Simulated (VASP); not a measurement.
# Fe (P6_3/mmc) in VASP: a series of runs

The runs below take Fe through single point, with PBE.

All numbers are computed with VASP 6.6.1; they aren't measurements. Logs are shortened: lines on timing, memory, paths and dates and some standing lists are left out, and cuts for length are marked.

## Step 1: The cell of the first run

It takes space group P6_3/mmc (No. 194, hexagonal). The conventional cell has a = 2.571 Å, b = 2.571 Å, c = 4.199 Å, α = 90.00°, β = 90.00°, γ = 120.00°. Fe (site symmetry -6m2) has 12 Fe at 2.57 Å within 3.4 Å.

This isn't the form of Fe at room conditions, which is bcc.

## Step 2: Single point, PBE, collinear spin, ferromagnetic start

Input file INCAR:

```
SYSTEM = Fe
PREC = Accurate
ENCUT = 600
EDIFF = 1E-6
ISMEAR = 0
SIGMA = 0.1
LREAL = .False.
LASPH = .True.
NELM = 200
ALGO = Normal
ISIF = 2
LWAVE = .False.
LCHARG = .False.
ISPIN = 2
MAGMOM = 4 4
LORBIT = 11
LMAXMIX = 4
GGA = PE
NBANDS = 19
GGA_COMPAT = .False.
```

Input file KPOINTS:

```
regular mesh
0
Gamma
  9 9 4
  0 0 0
```

Input file POSCAR:

```
Fe
1.0
    2.5711340000      0.0000000000      0.0000000000
   -1.2855670000      2.2266670000      0.0000000000
    0.0000000000      0.0000000000      4.1986440000
Fe
2
Direct
    0.0000000000      0.0000000000      0.0000000000
    0.3333333300      0.6666666700      0.5000000000
```

Potentials or basis: VASP PAW PBE potentials, release 64 (Fe).

Started as:

```sh
$ cat potpaw_PBE.64/Fe/POTCAR > POTCAR
$ mpirun -np 1 vasp_std > vasp.out
```

OUTCAR:

```text
SYSTEM = Fe
   PREC = Accurate
   ENCUT = 600
   EDIFF = 1E-6
   ISMEAR = 0
   LREAL = .False.
   LASPH = .True.
   NELM = 200
   ISIF = 2
   ISPIN = 2
   LORBIT = 11
   GGA = PE

 ion  position               nearest neighbor table
   1  0.000  0.000  0.000-   2 2.57   2 2.57   2 2.57   2 2.57   2 2.57   2 2.57
   2  0.333  0.667  0.500-   1 2.57   1 2.57   1 2.57   1 2.57   1 2.57   1 2.57

  LATTYP: Found a hexagonal cell.
 ALAT       =     2.5711340000
 C/A-ratio  =     1.6329930684

  Lattice vectors:

 A1 = (   2.5711340000,   0.0000000000,   0.0000000000)
 A2 = (  -1.2855670000,   2.2266670000,   0.0000000000)
 A3 = (   0.0000000000,   0.0000000000,   4.1986440000)

Analysis of symmetry for initial positions (statically):
=====================================================================
 Subroutine PRICEL returns:
 Original cell was already a primitive cell.

 Routine SETGRP: Setting up the symmetry group for a
 hexagonal supercell.

 Subroutine GETGRP returns: Found 24 space group operations
 (whereof 12 operations were pure point group operations)
 out of a pool of 24 trial point group operations.

The static configuration has the point symmetry D_3h.
 The point group associated with its full space group is D_6h.

Analysis of symmetry for dynamics (positions and initial velocities):
=====================================================================
 Subroutine PRICEL returns:
 Original cell was already a primitive cell.

 Routine SETGRP: Setting up the symmetry group for a
 hexagonal supercell.

 Subroutine GETGRP returns: Found 24 space group operations
 (whereof 12 operations were pure point group operations)
 out of a pool of 24 trial point group operations.

The dynamic configuration has the point symmetry D_3h.
 The point group associated with its full space group is D_6h.

Analysis of structural, dynamic, and magnetic symmetry:
=====================================================================
 Subroutine PRICEL returns:
 Original cell was already a primitive cell.

 Routine SETGRP: Setting up the symmetry group for a
 hexagonal supercell.

 Subroutine GETGRP returns: Found 24 space group operations
 (whereof 12 operations were pure point group operations)
 out of a pool of 24 trial point group operations.

The overall configuration has the point symmetry D_3h.
 The point group associated with its full space group is D_6h.

 Subroutine INISYM returns: Found 24 space group operations
 (whereof 12 operations are pure point group operations),
 and found     1 'primitive' translations

----------------------------------------------------------------------------------------

                                     Primitive cell

  volume of cell :      24.0375

  direct lattice vectors                    reciprocal lattice vectors
     2.571134000  0.000000000  0.000000000     0.388933443  0.224550865  0.000000000
    -1.285567000  2.226667000  0.000000000     0.000000000  0.449101729  0.000000000
     0.000000000  0.000000000  4.198644000     0.000000000  0.000000000  0.238172134

  length of vectors
     2.571134000  2.571133688  4.198644000     0.449101675  0.449101729  0.238172134

  position of ions in fractional coordinates (direct lattice)
     0.000000000  0.000000000  0.000000000
     0.333333330  0.666666670  0.500000000

  ion indices of the primitive-cell ions
   primitive index   ion index
                 1           1
                 2           2

----------------------------------------------------------------------------------------

 KPOINTS: regular mesh

Automatic generation of k-mesh.
 Grid dimensions read from file:
 generate k-points for:    9    9    4

 Generating k-lattice:

  Cartesian coordinates                     Fractional coordinates (reciprocal lattice)
     0.043214827  0.024950096  0.000000000     0.111111111  0.000000000  0.000000000
     0.000000000  0.049900192  0.000000000     0.000000000  0.111111111  0.000000000
     0.000000000  0.000000000  0.059543033     0.000000000  0.000000000  0.250000000

  Length of vectors
     0.049900186  0.049900192  0.059543033

  Shift w.r.t. Gamma in fractional coordinates (k-lattice)
     0.000000000  0.000000000  0.000000000

 Subroutine IBZKPT returns following result:
 ===========================================

 Found     36 irreducible k-points:

 Following reciprocal coordinates:
            Coordinates               Weight
  0.000000  0.000000  0.000000      1.000000
  0.111111  0.000000  0.000000      6.000000
  0.222222  0.000000  0.000000      6.000000
  0.333333  0.000000  0.000000      6.000000
  0.444444  0.000000  0.000000      6.000000
  0.111111  0.111111  0.000000      6.000000
[... 16 lines left out ...]
  0.333333  0.222222  0.250000     24.000000
  0.333333  0.333333  0.250000      4.000000
 [... further k-points ...]
   k-points           NKPTS =     36   k-points in BZ     NKDIM =     36   number of bands    NBANDS=     19
   number of dos      NEDOS =    301   number of ions     NIONS =      2
   total plane-waves  NPLWV =  20736
   dimension x,y,z NGX =    24 NGY =   24 NGZ =   36
   dimension x,y,z NGXF=    48 NGYF=   48 NGZF=   72
   ions per type =               2
   NGX,Y,Z   is equivalent  to a cutoff of  15.52, 15.52, 14.25 a.u.
   NGXF,Y,Z  is equivalent  to a cutoff of  31.04, 31.04, 28.51 a.u.
 SYSTEM =  Fe
   PREC   = accura    normal or accurate (medium, high low for compatibility)
   ISTART =      0    job   : 0-new  1-cont  2-samecut
   ICHARG =      2    charge: 1-file 2-atom 10-const
   ISPIN  =      2    spin polarized calculation?
   LNONCOLLINEAR =      F non collinear calculations
   LSORBIT =      F    spin-orbit coupling
   LASPH  =      T    aspherical Exc in radial PAW
   ENCUT  =  600.0 eV  44.10 Ry    6.64 a.u.   5.14  5.14  8.39*2*pi/ulx,y,z
   NELM   =    200;   NELMIN=  2; NELMDL= -5     # of ELM steps
   EDIFF  = 0.1E-05   stopping-criterion for ELM
   LREAL  =      F    real-space projection
   EDIFFG = 0.1E-04   stopping-criterion for IOM
   NSW    =      0    number of steps for IOM
[... 5 lines left out ...]
   TEBEG  =    0.0;   TEEND  =   0.0 temperature during run
   PSTRESS=    0.0 pullay stress
   NELECT =      16.0000    total number of electrons
   NUPDOWN=      -1.0000    fix difference up-down
   EMIN   =  10.00;   EMAX   =-10.00  energy-range for DOS
   EFERMI =   0.00;   METHOD = LEGACY
   ISMEAR =     0;   SIGMA  =   0.10  broadening in eV -4-tet -1-fermi 0-gaus
   EFERMI_NEDOS =   21; number of points for ismear=-14 and -15
   IALGO  =     38    algorithm
   IMIX   =      4    mixing-type and parameters
     AMIX     =   0.40;   BMIX     =  1.00
     AMIX_MAG =   1.60;   BMIX_MAG =  1.00
  volume/ion in A,a.u.               =      12.02        81.11
  Fermi-wavevector in a.u.,A,eV,Ry     =   1.429394  2.701162 27.798959  2.043166
  Thomas-Fermi vector in A             =   2.549352
   LORBIT       =     11    0 simple, 1 ext, 2 COOP (PROOUT), +10 PAW based schemes
   GGA     = PE    functional components
   LHFCALC =     F    Hartree Fock is set to
   AEXX    =    0.0000 exact exchange contribution
   IVDW    =     0    specifies the selected vdW correction
   LEPSILON=     F    determine dielectric tensor
   LRPA    =     F    only Hartree local field effects (RPA)
 spin polarized calculation
 Gauss-broadening in eV      SIGMA  =   0.10
  energy-cutoff  :      600.00
  volume of cell :       24.04
 maximum number of plane-waves:       818
 NGX is ok and might be reduce to    24
   NGX = 11   NGY = 11   NGZ = 17

 number of electron      15.9999998 magnetization       5.0617824

 Free energy of the ion-electron system (eV)
  ---------------------------------------------------
  ext. energy  EPLUGINS =         0.00000000
  ---------------------------------------------------
  free energy    TOTEN  =       -16.05577569 eV

  energy without entropy =      -16.04023221  energy(sigma->0) =      -16.04800395

 E-fermi :   5.5424     XC(G=0): -12.7825

 val. band max:        5.5420458844   @ k =   0.2222   0.1111   0.0000
 cond. band min:       5.5469184251   @ k =   0.4444   0.1111   0.5000
 fundamental gap:      0.0048725408
 Fermi energy:         5.5424087671

 spin component 1

 k-point     1 :       0.0000    0.0000    0.0000
  band No.  band energies     occupation
      1      -2.8918      1.00000
      2       0.7041      1.00000
      3       3.1094      1.00000
      4       3.1094      1.00000
      5       3.1800      1.00000
      6       3.4084      1.00000
[... 11 lines left out ...]
     18      29.1418      0.00000
     19      29.8932      0.00000
[... 485 lines left out ...]
 k-point    24 :       0.3333    0.3333    0.2500
  band No.  band energies     occupation
      1       1.6141      1.00000
      2       1.8920      1.00000
      3       1.8920      1.00000
      4       2.1017      1.00000
      5       2.7917      1.00000
      6       2.7917      1.00000
[... 11 lines left out ...]
     18      23.5561      0.00000
     19      23.5561      0.00000

 [... further k-points ...]

 spin component 2

 k-point     1 :       0.0000    0.0000    0.0000
  band No.  band energies     occupation
      1      -2.6290      1.00000
      2       2.0088      1.00000
      3       5.3632      0.99437
      4       5.5071      0.69105
      5       5.5158      0.64654
      6       5.5158      0.64653
[... 11 lines left out ...]
     18      29.5506      0.00000
     19      30.5872      0.00000
[... 485 lines left out ...]
 k-point    24 :       0.3333    0.3333    0.2500
  band No.  band energies     occupation
      1       3.5839      1.00000
      2       3.5983      1.00000
      3       3.5983      1.00000
      4       3.6480      1.00000
      5       4.8692      1.00000
      6       4.8692      1.00000
[... 11 lines left out ...]
     18      24.2585      0.00000
     19      24.2585      0.00000

 [... further k-points ...]

------------------------ aborting loop because EDIFF is reached ----------------------------------------

  FORCE on cell =-STRESS in cart. coord.  units (eV):
  Direction    XX          YY          ZZ          XY          YZ          ZX
  --------------------------------------------------------------------------------------
  -------------------------------------------------------------------------------------
  Total       -0.7522701     -0.7522698      1.0896776      0.0000000      0.0000000     -0.0000000
  in kB      -50.1412705    -50.1412542     72.6305875      0.0000000      0.0000000     -0.0000000
  external PRESSURE =      -9.2173124 kB  Pullay stress =       0.0000000 kB

 VOLUME and BASIS-vectors are now :
 -----------------------------------------------------------------------------
  energy-cutoff  :      600.00
  volume of cell :       24.04
      direct lattice vectors                 reciprocal lattice vectors
     2.571134000  0.000000000  0.000000000     0.388933443  0.224550865  0.000000000
    -1.285567000  2.226667000  0.000000000     0.000000000  0.449101729  0.000000000
     0.000000000  0.000000000  4.198644000     0.000000000  0.000000000  0.238172134

 POSITION                                       TOTAL-FORCE (eV/Angst)
 -----------------------------------------------------------------------------------
      0.00000      0.00000      0.00000        -0.000000      0.000000      0.000000
     -0.00000      1.48444      2.09932         0.000000      0.000000      0.000000
 -----------------------------------------------------------------------------------
    total drift:                                0.000000     -0.000000     -0.000000

  FREE ENERGIE OF THE ION-ELECTRON SYSTEM (eV)
  ---------------------------------------------------
  free  energy   TOTEN  =       -16.0557756945 eV

  energy  without entropy=      -16.0402322077  energy(sigma->0) =      -16.04800395

 total charge

# of ion       s       p       d       tot
------------------------------------------
    1        0.472   0.487   6.205   7.164
    2        0.472   0.487   6.205   7.164
--------------------------------------------------
tot          0.944   0.974  12.410  14.327

 magnetization (x)

# of ion       s       p       d       tot
------------------------------------------
    1       -0.018  -0.038   2.579   2.523
    2       -0.018  -0.038   2.579   2.523
--------------------------------------------------
tot         -0.035  -0.076   5.157   5.046
```

Run time: 24 s. Hardware: 1 thread of Oxide Virtual Turin-like, shared host; peak memory 0.15 GiB.

What came out:

```
Free energy                                           : -16.0558 eV
Pressure                                              : -0.9 GPa
Net moment                                            : 5.06 μB per cell
Site moments                                          : Fe +2.52 μB
Valence electrons inside the program's atomic spheres : Fe 7.16
```

Levels at points of the mesh, in eV from the Fermi level:
Spin up:
| k point | band 6 | band 7 | band 8 | band 9 | band 10 | band 11 | band 12 | band 13 | band 14 | band 15 |
| --- | --- | --- | --- | --- | --- | --- | --- | --- | --- | --- |
| (0.00, 0.00, 0.00) | -2.13 | -2.13 | -1.78 | -1.78 | -0.73 | -0.73 | -0.21 | 6.00 | 20.71 | 23.17 |
| (0.00, 0.00, 0.50) | -2.49 | -2.49 | -2.49 | -1.03 | -1.03 | -1.03 | -1.03 | 13.91 | 13.91 | 21.38 |
Spin down:
```csv
k point,band 4,band 5,band 6,band 7,band 8,band 9
"(0.00, 0.00, 0.00)",-0.04,-0.03,-0.03,0.35,0.35,0.96
"(0.00, 0.00, 0.50)",-0.80,-0.06,-0.06,-0.06,-0.06,1.81
```

Caveat: the k points lie up to 0.37 Å⁻¹ apart.

## Step 3: Single point, PBE, collinear spin, ferromagnetic start

This run uses another cell than the first one, of 12.07 Å³/atom.

Input file INCAR:

```
PREC = Accurate ; ENCUT = 600
EDIFF = 1E-6 ; ISMEAR = 0
SIGMA = 0.1 ; LREAL = False
LASPH = True ; NELM = 200
ALGO = Normal ; ISIF = 2
LWAVE = False ; LCHARG = False
ISPIN = 2 ; MAGMOM = 2.82 2.82
LORBIT = 11 ; LMAXMIX = 4
GGA = PE ; NBANDS = 19
GGA_COMPAT = False
```

Input file KPOINTS:

```
Automatic mesh
0
Gamma
  18 18 10
```

Input file POSCAR:

```
Fe
1.0
    2.5243635880      0.0000000000      0.0000000000
   -1.2621817940      2.1861629956      0.0000000000
    0.0000000000      0.0000000000      4.3741134892
Fe
2
Direct
    0.0000000000      0.0000000000      0.0000000000
    0.3333333333      0.6666666667      0.5000000000
```

Potentials or basis: VASP PAW PBE potentials, release 64 (Fe).

Started as:

```sh
$ cat potpaw_PBE.64/Fe/POTCAR > POTCAR
$ mpirun -np 1 vasp_std > vasp.out
```

Wall time 3.3 min (1 thread of Oxide Virtual Turin-like, shared host); peak memory 0.25 GiB.

Results (log left out):

```
Free energy                                           : -16.0978 eV
Pressure                                              : -0.2 GPa
Net moment                                            : 5.18 μB per cell
Site moments                                          : Fe +2.58 μB
Valence electrons inside the program's atomic spheres : Fe 7.16
```

Stress tensor (GPa, compression positive):
```
-0.24  0.00  0.00
 0.00 -0.24  0.00
 0.00  0.00 -0.12
```

Levels at points of the mesh, in eV from the Fermi level:
Spin up:
| k point | band 8 | band 9 | band 10 | band 11 | band 12 | band 13 | band 14 | band 15 |
| --- | --- | --- | --- | --- | --- | --- | --- | --- |
| (0.00, 0.00, 0.00) | -1.59 | -1.59 | -0.75 | -0.75 | -0.74 | 5.23 | 21.48 | 21.77 |
| (0.50, 0.00, 0.00) | -0.65 | -0.31 | -0.22 | 1.54 | 3.47 | 8.72 | 9.33 | 11.65 |
| (0.00, 0.00, 0.50) | -2.36 | -1.03 | -1.03 | -1.03 | -1.03 | 12.51 | 12.51 | 22.11 |
| (0.50, 0.00, 0.50) | -0.80 | -0.26 | -0.26 | 1.61 | 1.61 | 7.09 | 7.09 | 17.19 |
Spin down:
| k point | band 3 | band 4 | band 5 | band 6 | band 7 | band 8 |
| --- | --- | --- | --- | --- | --- | --- |
| (0.00, 0.00, 0.00) | -0.56 | -0.49 | 0.08 | 0.08 | 0.38 | 0.38 |
| (0.50, 0.00, 0.00) | -2.32 | -1.02 | -0.21 | 0.04 | 0.34 | 2.43 |
| (0.00, 0.00, 0.50) | -0.99 | -0.99 | 0.10 | 0.10 | 0.10 | 0.10 |
| (0.50, 0.00, 0.50) | -1.59 | -1.59 | 0.91 | 0.91 | 1.27 | 1.27 |

(Part 1 of 2 ends here.)
